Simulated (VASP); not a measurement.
TeOs:

```
CELL_PARAMETERS angstrom
0.00000 2.73307 2.73307
2.73307 0.00000 2.73307
2.73307 2.73307 0.00000
ATOMIC_POSITIONS crystal
Os 0.50000 0.50000 0.50000
Te 0.00000 0.00000 0.00000
```

Base run:

```yaml
Program: VASP 6.6.1
Functional: PBE
Potentials_or_basis: VASP PAW PBE potentials, release 64 (Os, Te)
Cutoff: 520 eV
k_mesh: 10 × 10 × 10
Occupations: gaussian, width 0.05 eV
Spin: collinear spin
Starting_moments: "[1.0, 0.0] μB"
```

Its results: band gap on the k mesh zero (filled and empty bands overlap); pressure 0.0 GPa; net moment 0.00 μB per cell.

**Question.** After a change of settings the same cell gave: band gap on the k mesh zero (filled and empty bands overlap); pressure -2.4 GPa; net moment 0.00 μB per cell. Which change was it?
A. further incar settings from ALGO = Normal; EDIFF = 1e-07; NBANDS = 18 to ALGO = Normal; EDIFF = 1e-06; NBANDS = 18
B. functional from PBE to r2SCAN
C. functional from PBE to revPBE; further incar settings from ALGO = Normal; EDIFF = 1e-07; NBANDS = 18 to ALGO = Normal; EDIFF = 1e-06; NBANDS = 18
D. functional from PBE to PBEsol; further incar settings from ALGO = Normal; EDIFF = 1e-07; NBANDS = 18 to ALGO = Normal; EDIFF = 1e-06; NBANDS = 18

**Answer.** B.

Caveats: spin-orbit coupling is left out, which moves the levels of the heavy elements; the PAW data sets were made with another functional, which shifts forces and pressure a little (at least some runs).
